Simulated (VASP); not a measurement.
# Pt (Fm-3m) in VASP: single point with PBE

Aim: the single point of Pt with PBE.

Program: VASP 6.6.1. These are calculated values, not measurements. Logs are shortened: lines on timing, memory, paths and dates and some standing lists are left out, and cuts for length are marked.

## (1) The cell of the first run

It takes space group Fm-3m (No. 225, cubic). The conventional cell has a = 3.970 Å, b = 3.970 Å, c = 3.970 Å, α = 90.00°, β = 90.00°, γ = 90.00°. Pt (site symmetry m-3m) has 12 Pt at 2.81 Å within 3.7 Å.

## (2) Single point, PBE

INCAR reads:

```
ALGO     = Fast           # electronic algorithm
EDIFF    = 1E-6           # SCF threshold, eV
ENCUT    = 520            # plane-wave cutoff, eV
GGA      = PE             # functional
ISIF     = 2              # what is computed and relaxed
ISMEAR   = 0              # smearing method
LASPH    = True           # aspherical terms in the spheres
LCHARG   = False          # write CHGCAR
LREAL    = Auto         
LWAVE    = False          # write WAVECAR
NBANDS   = 154            # bands
NELM     = 60             # most SCF steps
PREC     = Accurate       # precision mode
SIGMA    = 0.1            # smearing width, eV
```

KPOINTS reads:

```
k-points
0
Gamma
  4 4 4
```

POSCAR reads:

```
Pt
1.0
   -5.9553460791     -5.9553460791      0.0000000000
   -5.9553460791      0.0000000000     -5.9553460791
    0.0000000000     -5.9553460791     -5.9553460791
Pt
27
Direct
    0.6666666667      0.6666666667      0.6666666667
    0.3333333333      0.6666666667      0.6666666667
    0.0000000000      0.6666666667      0.6666666667
    0.6666666667      0.3333333333      0.6666666667
    0.3333333333      0.3333333333      0.6666666667
    0.0000000000      0.3333333333      0.6666666667
    0.6666666667      0.0000000000      0.6666666667
    0.3333333333      0.0000000000      0.6666666667
    0.0000000000      0.0000000000      0.6666666667
    0.6666666667      0.6666666667      0.3333333333
    0.3333333333      0.6666666667      0.3333333333
    0.0000000000      0.6666666667      0.3333333333
    0.6666666667      0.3333333333      0.3333333333
    0.3333333333      0.3333333333      0.3333333333
    0.0000000000      0.3333333333      0.3333333333
    0.6666666667      0.0000000000      0.3333333333
    0.3333333333      0.0000000000      0.3333333333
    0.0000000000      0.0000000000      0.3333333333
    0.6666666667      0.6666666667      0.0000000000
    0.3333333333      0.6666666667      0.0000000000
    0.0000000000      0.6666666667      0.0000000000
    0.6666666667      0.3333333333      0.0000000000
    0.3333333333      0.3333333333      0.0000000000
    0.0000000000      0.3333333333      0.0000000000
    0.6666666667      0.0000000000      0.0000000000
    0.3333333333      0.0000000000      0.0000000000
    0.0000000000      0.0000000000      0.0000000000
```

Potentials or basis: VASP PAW PBE potentials, release 64 (Pt).

Launch:

```sh
> cat potpaw_PBE.64/Pt/POTCAR > POTCAR
> mpirun -np 1 vasp_std > vasp.out
```

OUTCAR:

```text
EDIFF = 1E-6
   ENCUT = 520
   GGA = PE
   ISIF = 2
   ISMEAR = 0
   LASPH = True
   LREAL = Auto
   NELM = 60
   PREC = Accurate

 ion  position               nearest neighbor table
   1  0.667  0.667  0.667-   3 2.81   7 2.81  19 2.81   8 2.81  12 2.81  16 2.81   6 2.81  20 2.81
                            22 2.81  10 2.81   4 2.81   2 2.81
   2  0.333  0.667  0.667-   3 2.81   8 2.81   9 2.81  20 2.81  21 2.81  17 2.81  23 2.81  11 2.81
                             5 2.81   1 2.81   4 2.81  10 2.81
   3  0.000  0.667  0.667-   1 2.81   2 2.81   7 2.81   9 2.81  19 2.81  21 2.81  18 2.81   5 2.81
                            11 2.81  24 2.81   6 2.81  12 2.81
   4  0.667  0.333  0.667-   6 2.81   7 2.81   9 2.81  22 2.81  25 2.81  23 2.81  15 2.81  13 2.81
                             1 2.81   2 2.81   5 2.81  10 2.81
   5  0.333  0.333  0.667-   6 2.81   8 2.81  23 2.81  24 2.81  26 2.81   3 2.81   7 2.81  13 2.81
                            14 2.81   4 2.81   2 2.81  11 2.81
   6  0.000  0.333  0.667-   4 2.81   5 2.81   8 2.81   9 2.81  22 2.81  24 2.81  27 2.81  14 2.81
                             1 2.81  12 2.81   3 2.81  15 2.81
   7  0.667  0.000  0.667-   1 2.81   3 2.81   4 2.81   9 2.81  19 2.81  25 2.81  18 2.81   5 2.81
                            13 2.81  26 2.81   8 2.81  16 2.81
   8  0.333  0.000  0.667-   2 2.81   5 2.81   6 2.81   9 2.81  20 2.81  26 2.81  27 2.81  14 2.81
                             1 2.81   7 2.81  16 2.81  17 2.81
   9  0.000  0.000  0.667-   2 2.81   3 2.81   4 2.81   6 2.81   7 2.81   8 2.81  21 2.81  25 2.81
                            27 2.81  17 2.81  15 2.81  18 2.81
  10  0.667  0.667  0.333-  12 2.81  16 2.81  19 2.81  21 2.81  25 2.81  17 2.81  15 2.81   4 2.81
                            11 2.81   1 2.81  13 2.81   2 2.81
  11  0.333  0.667  0.333-  12 2.81  17 2.81  18 2.81  20 2.81  26 2.81   3 2.81  19 2.81   5 2.81
                            10 2.81   2 2.81  13 2.81  14 2.81
[... 36 lines left out ...]
  Lattice vectors:

 A1 = (  -5.9553460791,  -5.9553460791,   0.0000000000)
 A2 = (  -5.9553460791,   0.0000000000,  -5.9553460791)
 A3 = (   0.0000000000,  -5.9553460791,  -5.9553460791)

Analysis of symmetry for initial positions (statically):
=====================================================================
 Subroutine PRICEL returns following result:

  LATTYP: Found a face centered cubic cell.
 ALAT       =     3.9702307190

  Lattice vectors:

 A1 = (  -1.9851153595,  -1.9851153595,   0.0000000000)
 A2 = (  -1.9851153595,   0.0000000000,  -1.9851153595)
 A3 = (   0.0000000000,  -1.9851153595,  -1.9851153595)

  27 primitive cells build up your supercell.

 Routine SETGRP: Setting up the symmetry group for a
 face centered cubic supercell.

 Subroutine GETGRP returns: Found 48 space group operations
 (whereof 48 operations were pure point group operations)
 out of a pool of 48 trial point group operations.

The static configuration has the point symmetry O_h .

Analysis of symmetry for dynamics (positions and initial velocities):
=====================================================================
 Subroutine PRICEL returns following result:

  LATTYP: Found a face centered cubic cell.
 ALAT       =     3.9702307190

  Lattice vectors:

 A1 = (  -1.9851153595,  -1.9851153595,   0.0000000000)
 A2 = (  -1.9851153595,   0.0000000000,  -1.9851153595)
 A3 = (   0.0000000000,  -1.9851153595,  -1.9851153595)

  27 primitive cells build up your supercell.

 Routine SETGRP: Setting up the symmetry group for a
 face centered cubic supercell.

 Subroutine GETGRP returns: Found 48 space group operations
 (whereof 48 operations were pure point group operations)
 out of a pool of 48 trial point group operations.

The dynamic configuration has the point symmetry O_h .

 Subroutine INISYM returns: Found 48 space group operations
 (whereof 48 operations are pure point group operations),
 and found    27 'primitive' translations

----------------------------------------------------------------------------------------

                                     Primitive cell

  volume of cell :      15.6454

  direct lattice vectors                    reciprocal lattice vectors
    -1.985115360 -1.985115360  0.000000000    -0.251874531 -0.251874531  0.251874531
    -1.985115360  0.000000000 -1.985115360    -0.251874531  0.251874531 -0.251874531
     0.000000000 -1.985115360 -1.985115360     0.251874531 -0.251874531 -0.251874531

  length of vectors
     2.807377064  2.807377064  2.807377064     0.436259485  0.436259485  0.436259485

  position of ions in fractional coordinates (direct lattice)
     0.000000000  0.000000000  0.000000000

  ion indices of the primitive-cell ions
   primitive index   ion index
                 1           1

----------------------------------------------------------------------------------------

 KPOINTS: k-points

Automatic generation of k-mesh.
 Grid dimensions read from file:
 generate k-points for:    4    4    4

 Generating k-lattice:

  Cartesian coordinates                     Fractional coordinates (reciprocal lattice)
    -0.020989544 -0.020989544  0.020989544     0.250000000  0.000000000  0.000000000
    -0.020989544  0.020989544 -0.020989544     0.000000000  0.250000000  0.000000000
     0.020989544 -0.020989544 -0.020989544     0.000000000  0.000000000  0.250000000

  Length of vectors
     0.036354957  0.036354957  0.036354957

  Shift w.r.t. Gamma in fractional coordinates (k-lattice)
     0.000000000  0.000000000  0.000000000

 Subroutine IBZKPT returns following result:
 ===========================================

 Found      8 irreducible k-points:

 Following reciprocal coordinates:
            Coordinates               Weight
  0.000000  0.000000  0.000000      1.000000
  0.250000  0.000000  0.000000      8.000000
  0.500000  0.000000  0.000000      4.000000
  0.250000  0.250000  0.000000      6.000000
  0.500000  0.250000  0.000000     24.000000
 -0.250000  0.250000  0.000000     12.000000
  0.500000  0.500000  0.000000      3.000000
 -0.250000  0.500000  0.250000      6.000000
   k-points           NKPTS =      8   k-points in BZ     NKDIM =      8   number of bands    NBANDS=    154
   number of dos      NEDOS =    301   number of ions     NIONS =     27
   total plane-waves  NPLWV = 262144
   dimension x,y,z NGX =    64 NGY =   64 NGZ =   64
   dimension x,y,z NGXF=   128 NGYF=  128 NGZF=  128
   ions per type =              27
   NGX,Y,Z   is equivalent  to a cutoff of  12.63, 12.63, 12.63 a.u.
   NGXF,Y,Z  is equivalent  to a cutoff of  25.27, 25.27, 25.27 a.u.
 SYSTEM =  unknown system
   PREC   = accura    normal or accurate (medium, high low for compatibility)
   ISTART =      0    job   : 0-new  1-cont  2-samecut
   ICHARG =      2    charge: 1-file 2-atom 10-const
   ISPIN  =      1    spin polarized calculation?
   LNONCOLLINEAR =      F non collinear calculations
   LSORBIT =      F    spin-orbit coupling
   LASPH  =      T    aspherical Exc in radial PAW
   ENCUT  =  520.0 eV  38.22 Ry    6.18 a.u.  15.66 15.66 15.66*2*pi/ulx,y,z
   NELM   =     60;   NELMIN=  2; NELMDL= -5     # of ELM steps
   EDIFF  = 0.1E-05   stopping-criterion for ELM
   LREAL  =      T    real-space projection
   EDIFFG = 0.1E-04   stopping-criterion for IOM
   NSW    =      0    number of steps for IOM
   IBRION =     -1    ionic relax: 0-MD 1-quasi-New 2-CG
   NFREE  =      0    steps in history (QN), initial steepest desc. (CG)
   ISIF   =      2    stress and relaxation
   ISYM   =      2    0-nonsym 1-usesym 2-fastsym
   POTIM  = 0.5000    time-step for ionic-motion
   TEBEG  =    0.0;   TEEND  =   0.0 temperature during run
   PSTRESS=    0.0 pullay stress
   NELECT =     270.0000    total number of electrons
   NUPDOWN=      -1.0000    fix difference up-down
   EMIN   =  10.00;   EMAX   =-10.00  energy-range for DOS
   EFERMI =   0.00;   METHOD = LEGACY
   ISMEAR =     0;   SIGMA  =   0.10  broadening in eV -4-tet -1-fermi 0-gaus
   EFERMI_NEDOS =   21; number of points for ismear=-14 and -15
   IALGO  =     68    algorithm
   IMIX   =      4    mixing-type and parameters
     AMIX     =   0.40;   BMIX     =  1.00
     AMIX_MAG =   1.60;   BMIX_MAG =  1.00
  volume/ion in A,a.u.               =      15.65       105.58
  Fermi-wavevector in a.u.,A,eV,Ry     =   1.410195  2.664882 27.057214  1.988649
  Thomas-Fermi vector in A             =   2.532173
   LORBIT       =      0    0 simple, 1 ext, 2 COOP (PROOUT), +10 PAW based schemes
   GGA     = PE    functional components
   LHFCALC =     F    Hartree Fock is set to
   AEXX    =    0.0000 exact exchange contribution
   IVDW    =     0    specifies the selected vdW correction
   LEPSILON=     F    determine dielectric tensor
   LRPA    =     F    only Hartree local field effects (RPA)
 non-spin polarized calculation
 RMM-DIIS sequential band-by-band and
 Gauss-broadening in eV      SIGMA  =   0.10
  energy-cutoff  :      520.00
  volume of cell :      422.43
 maximum number of plane-waves:     11414
 NGX is ok and might be reduce to    64
   NGX = 31   NGY = 31   NGZ = 31

 number of electron     270.0000004 magnetization

 Free energy of the ion-electron system (eV)
  ---------------------------------------------------
  ext. energy  EPLUGINS =         0.00000000
  ---------------------------------------------------
  free energy    TOTEN  =      -164.88222370 eV

  energy without entropy =     -164.59249425  energy(sigma->0) =     -164.73735897

 E-fermi :  10.5903     XC(G=0): -13.2688

 val. band max:       10.5872874372   @ k =  -0.2500   0.2500   0.0000
 cond. band min:      10.5907064120   @ k =  -0.2500   0.5000   0.2500
 fundamental gap:      0.0034189748
 Fermi energy:        10.5902528612

 k-point     1 :       0.0000    0.0000    0.0000
  band No.  band energies     occupation
      1       0.7624      2.00000
      2       3.4341      2.00000
      3       3.4341      2.00000
      4       3.4341      2.00000
      5       3.4341      2.00000
      6       3.4341      2.00000
[... 1189 lines left out ...]
    146      12.5826      0.00000
    147      12.5826      0.00000
 [bands above 147 left out]

------------------------ aborting loop because EDIFF is reached ----------------------------------------

  FORCE on cell =-STRESS in cart. coord.  units (eV):
  Direction    XX          YY          ZZ          XY          YZ          ZX
  --------------------------------------------------------------------------------------
  -------------------------------------------------------------------------------------
  Total       -1.0085530     -1.0085530     -1.0085530     -0.0000000     -0.0000000     -0.0000000
  in kB       -3.8252367     -3.8252367     -3.8252367     -0.0000000     -0.0000000     -0.0000000
  external PRESSURE =      -3.8252367 kB  Pullay stress =       0.0000000 kB

 VOLUME and BASIS-vectors are now :
 -----------------------------------------------------------------------------
  energy-cutoff  :      520.00
  volume of cell :      422.43
      direct lattice vectors                 reciprocal lattice vectors
    -5.955346079 -5.955346079  0.000000000    -0.083958177 -0.083958177  0.083958177
    -5.955346079  0.000000000 -5.955346079    -0.083958177  0.083958177 -0.083958177
     0.000000000 -5.955346079 -5.955346079     0.083958177 -0.083958177 -0.083958177

 POSITION                                       TOTAL-FORCE (eV/Angst)
 -----------------------------------------------------------------------------------
     -7.94046     -7.94046     -7.94046         0.000000     -0.000000     -0.000000
     -5.95535     -5.95535     -7.94046        -0.000000      0.000000     -0.000000
     -3.97023     -3.97023     -7.94046        -0.000000      0.000000     -0.000000
     -5.95535     -7.94046     -5.95535         0.000000     -0.000000      0.000000
     -3.97023     -5.95535     -5.95535        -0.000000      0.000000      0.000000
     -1.98512     -3.97023     -5.95535         0.000000     -0.000000     -0.000000
[... 19 lines left out ...]
     -1.98512     -1.98512      0.00000         0.000000     -0.000000      0.000000
      0.00000      0.00000      0.00000         0.000000      0.000000      0.000000
 -----------------------------------------------------------------------------------
    total drift:                                0.000000     -0.000000     -0.000000

  FREE ENERGIE OF THE ION-ELECTRON SYSTEM (eV)
  ---------------------------------------------------
  free  energy   TOTEN  =      -164.8822236974 eV

  energy  without entropy=     -164.5924942511  energy(sigma->0) =     -164.73735897
```

Run time: 13 min. Hardware: 1 thread of AMD EPYC 9R45 (Zen 5), shared host; peak memory 0.74 GiB.

What came out:

```yaml
Free_energy: -164.8822 eV
Pressure: -0.4 GPa
Band_gap_on_the_k_mesh: zero (band 135 reaches 10.73 eV, above the bottom of band 136 at 9.98 eV)
```

Levels at points of the mesh, in eV from the Fermi level:
```
           k point  band 133  band 134  band 135  band 136  band 137  band 138
(0.00, 0.00, 0.00)     -0.61     -0.61     -0.61     -0.61     -0.61     -0.61
(0.50, 0.00, 0.00)     -0.14     -0.14     -0.14     -0.14      0.02      0.02
(0.50, 0.50, 0.00)      0.08      0.08      0.08      0.45      0.45      0.45
```

Caveat: spin-orbit coupling is left out, which moves the levels of the heavy elements.
